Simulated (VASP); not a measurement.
Te, 2 atoms in the cell. The structure is cubic, space group Fd-3m (No. 227). Conventional cell: a = 7.183 Å, b = 7.183 Å, c = 7.183 Å, α = 90.00°, β = 90.00°, γ = 90.00°. Within 4.1 Å of Te (site symmetry -43m) lie 4 Te at 3.11 Å. 

| Property | Result |
| --- | --- |
| Program | VASP 6.6.1 |
| Task | single point |
| Functional | PBE |
| Potentials or basis | VASP PAW PBE potentials, release 64 (Te) |
| Cutoff | 520 eV |
| k mesh | 10 × 10 × 10 |
| Occupations | gaussian, width 0.1 eV |
| Spin | no spin polarisation |
| Dipole correction | no |
| Further INCAR settings | ALGO = Normal; EDIFF = 1e-07; NBANDS = 13 |

Potentials or basis: VASP PAW PBE potentials, release 64 (Te).

Launch:

```console
$ cat potpaw_PBE.64/Te/POTCAR > POTCAR
$ mpirun -np 1 vasp_std > vasp.out
```

Hardware: 1 thread of AMD EPYC 7R43 64-Core Processor (Zen 3), on a shared host.

**Question.** Estimate the wall time of this run.

**Answer.** It took 86 s on 1 thread of AMD EPYC 7R43 64-Core Processor (Zen 3) (shared host), peak memory 0.21 GiB. Counts: scf iterations 13, k points 47.
